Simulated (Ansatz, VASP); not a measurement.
**Ca in VASP and in Ansatz**

```
CELL_PARAMETERS angstrom
4.00252 0.00000 0.00000
-2.00126 3.46628 0.00000
0.00000 0.00000 6.59164
ATOMIC_POSITIONS crystal
Ca 0.33333 0.66667 0.25000
Ca 0.66667 0.33333 0.75000
```

Alike in both runs: task single point; functional PBEsol; k mesh 11 × 11 × 6; occupations fermi-dirac, width 0.1 eV; no spin polarisation.

|  | VASP | Ansatz |
| --- | --- | --- |
| version | VASP 6.6.1 | Ansatz 0.2.0 |
| potentials or method | VASP PAW PBE potentials, release 64 (Ca_sv), cutoff 520 eV | plane waves (420 eV) with PAW, scalar-relativistic |
| valence electrons in the cell | 20 | 20 |

```tsv
	VASP	Ansatz	Ansatz less VASP
pressure (GPa)	-1.7	-1.7	0.00
traceless stress, the component that is largest in VASP (GPa)	-0.12	-0.12	-0.001
```

VASP's potentials were made for PBE, not for PBEsol, and Ansatz warns of the same on its side. With one functional, cell and mesh, what is left measures potentials, basis and numerics.
